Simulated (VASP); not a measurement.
**PtF2: single point with PBE**

PtF2:

```
Pt F
1.0
    -3.03948    3.03948    2.70845
     3.03948   -3.03948    2.70845
     3.03948    3.03948   -2.70845
Pt F
2 4
Direct
  0.75000 0.75000 0.00000
  0.25000 0.25000 0.00000
  0.67397 0.17397 0.84795
  0.32603 0.82603 0.15205
  0.82603 0.67397 0.50000
  0.17397 0.32603 0.50000
```

The cell was generated, and may not be a known phase.

```yaml
Program: VASP 6.6.1
Task: single point
Functional: PBE
Potentials_or_basis: VASP PAW PBE potentials, release 64 (Pt, F)
Cutoff: 600 eV
k_mesh: 4 × 4 × 4
Occupations: gaussian, width 0.1 eV
Spin: collinear spin
Starting_moments: "[1.0, 1.0, 0.0, 0.0, 0.0, 0.0] μB"
Dipole_correction: no
Further_INCAR_settings: ALGO = Normal; EDIFF = 1e-06; NBANDS = 37
```

```yaml
Pressure: -14.6 GPa
Largest_force: 0.800 eV/Å
Net_moment: 3.80 μB per cell
Site_moments: Pt +1.38; F +0.24 μB
Valence_electrons_inside_the_program's_atomic_spheres: Pt 8.36; F 5.93
```

Forces in eV/Å, atoms in the order of the input:
```
Pt   0.000  0.000  0.000
Pt   0.000  0.000  0.000
F    0.566  0.566  0.000
F   -0.566 -0.566  0.000
F    0.566 -0.566  0.000
F   -0.566  0.566  0.000
```

Stress tensor (GPa, compression positive):
```
-15.67   0.00   0.00
  0.00 -15.67   0.00
  0.00   0.00 -12.52
```

Levels at points of the mesh, in eV from the Fermi level:
Spin up:
```
           k point  band 22  band 23  band 24  band 25  band 26  band 27  band 28  band 29  band 30  band 31
(0.00, 0.00, 0.00)    -0.96    -0.96    -0.72    -0.66    -0.65     0.00     6.04     7.35     9.94     9.94
(0.50, 0.00, 0.00)    -1.14    -1.01    -1.01    -0.61    -0.61     2.37     2.37     9.38     9.38    10.03
(0.50, 0.50, 0.00)    -0.92    -0.81    -0.69    -0.49     0.07     1.91     6.40     6.51     6.55    10.47
(0.50, 0.50, 0.50)    -0.75    -0.53    -0.53    -0.48     0.24     3.06     5.51     6.76     7.38     7.38
```
Spin down:
```
           k point  band 19  band 20  band 21  band 22  band 23  band 24  band 25  band 26
(0.00, 0.00, 0.00)    -0.93    -0.44    -0.12    -0.01     0.02     0.13     0.13     0.14
(0.50, 0.00, 0.00)    -0.76    -0.76    -0.38    -0.38    -0.23    -0.23     0.35     0.35
(0.50, 0.50, 0.00)    -0.51    -0.27    -0.26     0.02     0.11     0.18     0.51     0.90
(0.50, 0.50, 0.50)    -0.71    -0.11    -0.11     0.30     0.47     0.47     0.53     1.04
```

It took 2.7 min on 1 thread of Intel Xeon 8259CL, with other jobs on the host, peak memory 0.35 GiB.

Caveat: the k points lie up to 0.39 Å⁻¹ apart; spin-orbit coupling is left out, which moves the levels of the heavy elements.
